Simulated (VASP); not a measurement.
# Sb (Pm-3m) in VASP: notebook

The runs below take Sb through single point, with PBEsol.

Program: VASP 6.6.1. These are calculated values, not measurements. Logs are shortened: lines on timing, memory, paths and dates and some standing lists are left out, and cuts for length are marked.

## Step 1: The cell of the first run

Symmetry: Pm-3m, No. 221, cubic system. Conventional cell: a = 2.999 Å, b = 2.999 Å, c = 2.999 Å, α = 90.00°, β = 90.00°, γ = 90.00°. Within 3.9 Å of Sb (site symmetry m-3m) lie 6 Sb at 3.00 Å.

## Step 2: Single point, PBEsol (volume scaled by 0.94)

INCAR reads:

```
PREC     = Accurate       # precision mode
ENCUT    = 520            # plane-wave cutoff, eV
EDIFF    = 1E-6           # SCF threshold, eV
ISMEAR   = 0              # smearing method
SIGMA    = 0.1            # smearing width, eV
LREAL    = False          # projectors in reciprocal space
LASPH    = True           # aspherical terms in the spheres
NELM     = 80             # most SCF steps
ALGO     = Normal         # electronic algorithm
ISIF     = 2              # what is computed and relaxed
LWAVE    = False          # write WAVECAR
LCHARG   = True           # write CHGCAR
GGA      = PS             # functional
LELF     = True           # ELF
LVHAR    = True         
NBANDS   = 8              # bands
```

KPOINTS reads:

```
Automatic mesh
0
Gamma
  14 14 14
```

POSCAR reads:

```
Sb
1.0
    2.9992416747      0.0000000000      0.0000000000
    0.0000000000      2.9992416747      0.0000000000
    0.0000000000      0.0000000000      2.9992416747
Sb
1
Direct
    0.0000000000      0.0000000000      0.0000000000
```

Potentials or basis: VASP PAW PBE potentials, release 64 (Sb).

Run with:

```sh
> cat potpaw_PBE.64/Sb/POTCAR > POTCAR
> mpirun -np 1 vasp_std > vasp.out
```

OUTCAR:

```text
PREC = Accurate
   ENCUT = 520
   EDIFF = 1E-6
   ISMEAR = 0
   LREAL = False
   LASPH = True
   NELM = 80
   ISIF = 2
   GGA = PS

 ion  position               nearest neighbor table
   1  0.000  0.000  0.000-

  LATTYP: Found a simple cubic cell.
 ALAT       =     2.9992416747

  Lattice vectors:

 A1 = (   2.9992416747,   0.0000000000,   0.0000000000)
 A2 = (   0.0000000000,   2.9992416747,   0.0000000000)
 A3 = (   0.0000000000,   0.0000000000,   2.9992416747)

Analysis of symmetry for initial positions (statically):
=====================================================================
 Subroutine PRICEL returns:
 Original cell was already a primitive cell.

 Routine SETGRP: Setting up the symmetry group for a
 simple cubic supercell.

 Subroutine GETGRP returns: Found 48 space group operations
 (whereof 48 operations were pure point group operations)
 out of a pool of 48 trial point group operations.

The static configuration has the point symmetry O_h .

Analysis of symmetry for dynamics (positions and initial velocities):
=====================================================================
 Subroutine PRICEL returns:
 Original cell was already a primitive cell.

 Routine SETGRP: Setting up the symmetry group for a
 simple cubic supercell.

 Subroutine GETGRP returns: Found 48 space group operations
 (whereof 48 operations were pure point group operations)
 out of a pool of 48 trial point group operations.

The dynamic configuration has the point symmetry O_h .

 Subroutine INISYM returns: Found 48 space group operations
 (whereof 48 operations are pure point group operations),
 and found     1 'primitive' translations

----------------------------------------------------------------------------------------

                                     Primitive cell

  volume of cell :      26.9795

  direct lattice vectors                    reciprocal lattice vectors
     2.999241675  0.000000000  0.000000000     0.333417613  0.000000000  0.000000000
     0.000000000  2.999241675  0.000000000     0.000000000  0.333417613  0.000000000
     0.000000000  0.000000000  2.999241675     0.000000000  0.000000000  0.333417613

  length of vectors
     2.999241675  2.999241675  2.999241675     0.333417613  0.333417613  0.333417613

  position of ions in fractional coordinates (direct lattice)
     0.000000000  0.000000000  0.000000000

  ion indices of the primitive-cell ions
   primitive index   ion index
                 1           1

----------------------------------------------------------------------------------------

 KPOINTS: Automatic mesh

Automatic generation of k-mesh.
 Grid dimensions read from file:
 generate k-points for:   14   14   14

 Generating k-lattice:

  Cartesian coordinates                     Fractional coordinates (reciprocal lattice)
     0.023815544  0.000000000  0.000000000     0.071428571  0.000000000  0.000000000
     0.000000000  0.023815544  0.000000000     0.000000000  0.071428571  0.000000000
     0.000000000  0.000000000  0.023815544     0.000000000  0.000000000  0.071428571

  Length of vectors
     0.023815544  0.023815544  0.023815544

  Shift w.r.t. Gamma in fractional coordinates (k-lattice)
     0.000000000  0.000000000  0.000000000

 Subroutine IBZKPT returns following result:
 ===========================================

 Found    120 irreducible k-points:

 Following reciprocal coordinates:
            Coordinates               Weight
  0.000000  0.000000  0.000000      1.000000
  0.071429  0.000000  0.000000      6.000000
  0.142857  0.000000  0.000000      6.000000
  0.214286  0.000000  0.000000      6.000000
  0.285714  0.000000  0.000000      6.000000
  0.357143  0.000000  0.000000      6.000000
[... 16 lines left out ...]
  0.285714  0.214286  0.000000     24.000000
  0.357143  0.214286  0.000000     24.000000
 [... further k-points ...]
   k-points           NKPTS =    120   k-points in BZ     NKDIM =    120   number of bands    NBANDS=      8
   number of dos      NEDOS =    301   number of ions     NIONS =      1
   total plane-waves  NPLWV =  13824
   dimension x,y,z NGX =    24 NGY =   24 NGZ =   24
   dimension x,y,z NGXF=    48 NGYF=   48 NGZF=   48
   ions per type =               1
   NGX,Y,Z   is equivalent  to a cutoff of  13.30, 13.30, 13.30 a.u.
   NGXF,Y,Z  is equivalent  to a cutoff of  26.61, 26.61, 26.61 a.u.
 SYSTEM =  unknown system
   PREC   = accura    normal or accurate (medium, high low for compatibility)
   ISTART =      0    job   : 0-new  1-cont  2-samecut
   ICHARG =      2    charge: 1-file 2-atom 10-const
   ISPIN  =      1    spin polarized calculation?
   LNONCOLLINEAR =      F non collinear calculations
   LSORBIT =      F    spin-orbit coupling
   LASPH  =      T    aspherical Exc in radial PAW
   ENCUT  =  520.0 eV  38.22 Ry    6.18 a.u.   5.58  5.58  5.58*2*pi/ulx,y,z
   NELM   =     80;   NELMIN=  2; NELMDL= -5     # of ELM steps
   EDIFF  = 0.1E-05   stopping-criterion for ELM
   LREAL  =      F    real-space projection
   EDIFFG = 0.1E-04   stopping-criterion for IOM
   NSW    =      0    number of steps for IOM
   IBRION =     -1    ionic relax: 0-MD 1-quasi-New 2-CG
   NFREE  =      0    steps in history (QN), initial steepest desc. (CG)
   ISIF   =      2    stress and relaxation
   ISYM   =      2    0-nonsym 1-usesym 2-fastsym
   POTIM  = 0.5000    time-step for ionic-motion
   TEBEG  =    0.0;   TEEND  =   0.0 temperature during run
   PSTRESS=    0.0 pullay stress
   NELECT =       5.0000    total number of electrons
   NUPDOWN=      -1.0000    fix difference up-down
   EMIN   =  10.00;   EMAX   =-10.00  energy-range for DOS
   EFERMI =   0.00;   METHOD = LEGACY
   ISMEAR =     0;   SIGMA  =   0.10  broadening in eV -4-tet -1-fermi 0-gaus
   EFERMI_NEDOS =   21; number of points for ismear=-14 and -15
   IALGO  =     38    algorithm
   IMIX   =      4    mixing-type and parameters
     AMIX     =   0.40;   BMIX     =  1.00
     AMIX_MAG =   1.60;   BMIX_MAG =  1.00
  volume/ion in A,a.u.               =      26.98       182.07
  Fermi-wavevector in a.u.,A,eV,Ry     =   0.933369  1.763812 11.853092  0.871178
  Thomas-Fermi vector in A             =   2.060063
   LORBIT       =      0    0 simple, 1 ext, 2 COOP (PROOUT), +10 PAW based schemes
   GGA     = PS    functional components
   LHFCALC =     F    Hartree Fock is set to
   AEXX    =    0.0000 exact exchange contribution
   IVDW    =     0    specifies the selected vdW correction
   LEPSILON=     F    determine dielectric tensor
   LRPA    =     F    only Hartree local field effects (RPA)
 non-spin polarized calculation
 Gauss-broadening in eV      SIGMA  =   0.10
  energy-cutoff  :      520.00
  volume of cell :       26.98
 maximum number of plane-waves:       740
 NGX is ok and might be reduce to    24
   NGX = 11   NGY = 11   NGZ = 11

 number of electron       5.0000001 magnetization

 Free energy of the ion-electron system (eV)
  ---------------------------------------------------
  ext. energy  EPLUGINS =         0.00000000
  ---------------------------------------------------
  free energy    TOTEN  =        -4.51385532 eV

  energy without entropy =       -4.51046862  energy(sigma->0) =       -4.51216197

 E-fermi :   8.2772     XC(G=0): -10.1822

 val. band max:        8.2633558314   @ k =   0.4286   0.3571   0.3571
 cond. band min:       8.2968506699   @ k =   0.2857   0.2143   0.0714
 fundamental gap:      0.0334948385
 Fermi energy:         8.2771999557

 k-point     1 :       0.0000    0.0000    0.0000
  band No.  band energies     occupation
      1      -4.9114      2.00000
      2      11.8248      0.00000
      3      11.8248      0.00000
      4      11.8248      0.00000
      5      15.3706      0.00000
      6      15.3706      0.00000
      7      17.0792      0.00000
      8      26.6076      0.00000

 k-point     2 :       0.0714    0.0000    0.0000
  band No.  band energies     occupation
      1      -4.8293      2.00000
      2      10.7592      0.00000
      3      11.9084      0.00000
      4      11.9084      0.00000
      5      15.4321      0.00000
      6      16.0410      0.00000
      7      17.6332      0.00000
      8      25.8983      0.00000

 k-point     3 :       0.1429    0.0000    0.0000
  band No.  band energies     occupation
      1      -4.5846      2.00000
      2       8.8784      0.00000
      3      12.1537      0.00000
      4      12.1537      0.00000
      5      15.6161      0.00000
      6      16.5750      0.00000
      7      19.4438      0.00000
      8      24.6879      0.00000

 k-point     4 :       0.2143    0.0000    0.0000
  band No.  band energies     occupation
      1      -4.1834      2.00000
      2       6.9608      2.00000
      3      12.5418      0.00000
      4      12.5418      0.00000
      5      15.9204      0.00000
      6      16.9735      0.00000
      7      21.6657      0.00000
      8      23.4158      0.00000

 k-point     5 :       0.2857    0.0000    0.0000
  band No.  band energies     occupation
      1      -3.6420      2.00000
      2       5.1799      2.00000
      3      13.0355      0.00000
      4      13.0355      0.00000
      5      16.3386      0.00000
      6      17.4493      0.00000
      7      22.1985      0.00000
      8      22.1985      0.00000
[... 177 lines left out ...]
 k-point    22 :       0.2143    0.2143    0.0000
  band No.  band energies     occupation
      1      -3.4545      2.00000
      2       7.4043      2.00000
      3       7.9450      2.00000
      4      13.2666      0.00000
      5      16.9025      0.00000
      6      18.4144      0.00000
      7      21.5530      0.00000
      8      22.8441      0.00000

 k-point    23 :       0.2857    0.2143    0.0000
  band No.  band energies     occupation
      1      -2.9116      2.00000
      2       5.8537      2.00000
      3       8.2204      1.57854
      4      13.7666      0.00000
      5      16.5827      0.00000
      6      17.7148      0.00000
      7      22.2233      0.00000
      8      22.7040      0.00000

 k-point    24 :       0.3571    0.2143    0.0000
  band No.  band energies     occupation
      1      -2.2699      2.00000
      2       4.3166      2.00000
      3       8.7775      0.00000
      4      14.3049      0.00000
      5      15.4214      0.00000
      6      18.1598      0.00000
      7      21.6563      0.00000
      8      21.7481      0.00000

 [... further k-points ...]

------------------------ aborting loop because EDIFF is reached ----------------------------------------

  FORCE on cell =-STRESS in cart. coord.  units (eV):
  Direction    XX          YY          ZZ          XY          YZ          ZX
  --------------------------------------------------------------------------------------
  -------------------------------------------------------------------------------------
  Total        0.7585160      0.7585160      0.7585160      0.0000000      0.0000000     -0.0000000
  in kB       45.0444115     45.0444115     45.0444115      0.0000000      0.0000000     -0.0000000
  external PRESSURE =      45.0444115 kB  Pullay stress =       0.0000000 kB

 VOLUME and BASIS-vectors are now :
 -----------------------------------------------------------------------------
  energy-cutoff  :      520.00
  volume of cell :       26.98
      direct lattice vectors                 reciprocal lattice vectors
     2.999241675  0.000000000  0.000000000     0.333417613  0.000000000  0.000000000
     0.000000000  2.999241675  0.000000000     0.000000000  0.333417613  0.000000000
     0.000000000  0.000000000  2.999241675     0.000000000  0.000000000  0.333417613

 POSITION                                       TOTAL-FORCE (eV/Angst)
 -----------------------------------------------------------------------------------
      0.00000      0.00000      0.00000         0.000000      0.000000      0.000000
 -----------------------------------------------------------------------------------
    total drift:                               -0.000000      0.000000      0.000000

  FREE ENERGIE OF THE ION-ELECTRON SYSTEM (eV)
  ---------------------------------------------------
  free  energy   TOTEN  =        -4.5138553180 eV

  energy  without entropy=       -4.5104686175  energy(sigma->0) =       -4.51216197
```

Wall time 6.5 s (1 thread of Intel Xeon Platinum 8559C (Emerald Rapids), shared host); peak memory 0.15 GiB.

What came out:

| Property | Result |
| --- | --- |
| Free energy | -4.5139 eV |
| Pressure | 4.5 GPa |

Levels at points of the mesh, in eV from the Fermi level:
```csv
k point,band 1,band 2,band 3,band 4,band 5,band 6
"(0.00, 0.00, 0.00)",-13.19,3.55,3.55,3.55,7.09,7.09
"(0.50, 0.00, 0.00)",-10.38,-6.29,5.91,5.91,9.40,10.82
"(0.50, 0.50, 0.00)",-7.35,-3.97,-3.97,1.77,8.39,13.57
"(0.50, 0.50, 0.50)",-3.88,-1.78,-1.78,-1.78,4.70,4.70
```

Caveat: the PAW data sets were made with another functional, which shifts forces and pressure a little; spin-orbit coupling is left out, which moves the levels of the heavy elements.

## Step 3: Single point, PBEsol (volume scaled by 0.97)

INCAR reads:

```
PREC = Accurate ; ENCUT = 520
EDIFF = 1E-6 ; ISMEAR = 0
SIGMA = 0.1 ; LREAL = F
LASPH = T ; NELM = 100
ALGO = Normal ; ISIF = 2
LWAVE = F ; LCHARG = T
GGA = PS ; LELF = T
LVHAR = T ; NBANDS = 8
```

KPOINTS is that of step 2.

POSCAR reads:

```
Sb
1.0
    3.0308149600      0.0000000000      0.0000000000
    0.0000000000      3.0308149600      0.0000000000
    0.0000000000      0.0000000000      3.0308149600
Sb
1
Direct
    0.0000000000      0.0000000000      0.0000000000
```

Potentials or basis: VASP PAW PBE potentials, release 64 (Sb).

Run with:

```sh
> cat potpaw_PBE.64/Sb/POTCAR > POTCAR
> mpirun -np 1 vasp_std > vasp.out
```

It took 6.1 s on 1 thread of Intel Xeon Platinum 8559C (Emerald Rapids), shared host; peak memory 0.15 GiB.

It converged, with:

| Item | Value |
| --- | --- |
| Free energy | -4.5315 eV |
| Pressure | 2.1 GPa |

Levels at points of the mesh, in eV from the Fermi level:
```csv
k point,band 1,band 2,band 3,band 4,band 5,band 6,band 7
"(0.00, 0.00, 0.00)",-12.91,3.48,3.48,3.48,7.07,7.07,8.61
"(0.50, 0.00, 0.00)",-10.22,-6.04,5.73,5.73,9.31,10.75,11.55
"(0.50, 0.50, 0.00)",-7.34,-3.81,-3.81,1.90,8.06,13.49,13.49
"(0.50, 0.50, 0.50)",-4.08,-1.70,-1.70,-1.70,4.76,4.76,4.76
```

Caveat: the PAW data sets were made with another functional, which shifts forces and pressure a little; spin-orbit coupling is left out, which moves the levels of the heavy elements.

(Part 1 of 2 ends here.)
